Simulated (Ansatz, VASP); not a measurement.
## Si: VASP beside Ansatz

```xyz
4
Lattice="3.7054 0.0000 0.0000 -1.8527 3.2090 0.0000 0.0000 0.0000 6.6197" Properties=species:S:1:pos:R:3 pbc="T T T"
Si    0.0000    2.1393    0.5436
Si    1.8527    1.0697    3.8535
Si    0.0000    2.1393    2.7663
Si    1.8527    1.0697    6.0761
```

Alike in both runs: task single point; functional LDA; k mesh 12 × 12 × 6; occupations gaussian, width 0.03 eV; no spin polarisation.

|  | VASP | Ansatz |
| --- | --- | --- |
| version | VASP 6.6.1 | Ansatz 0.2.0 |
| potentials or method | VASP PAW LDA potentials, release 64 (Si), cutoff 520 eV | scalar-relativistic, plane waves, PAW |
| valence electrons in the cell | 16 | 16 |

Ansatz gave:

| Property | Result |
| --- | --- |
| gap on the k mesh at the Fermi level (eV) | none |
| pressure (GPa) | -1.0 |
| traceless stress, the component that is largest in VASP (GPa) | -0.44 |
| rms of the force components (eV/Å) | 1.609 |

Task: Estimate VASP's values.

Result: gap on the k mesh at the Fermi level (eV): none; pressure (GPa): -0.9; traceless stress, the component that is largest in VASP (GPa): -0.49; rms of the force components (eV/Å): 1.604.

Ansatz warns that its potentials were made for another functional, while VASP's fit it. LDA's correlation is that of Perdew and Zunger in VASP and of Perdew and Wang (1992) in Ansatz. Atom by atom the forces differ by 0.005 eV/Å (rms over components). A gap of «none» marks a metal or a gap that the smearing closes.
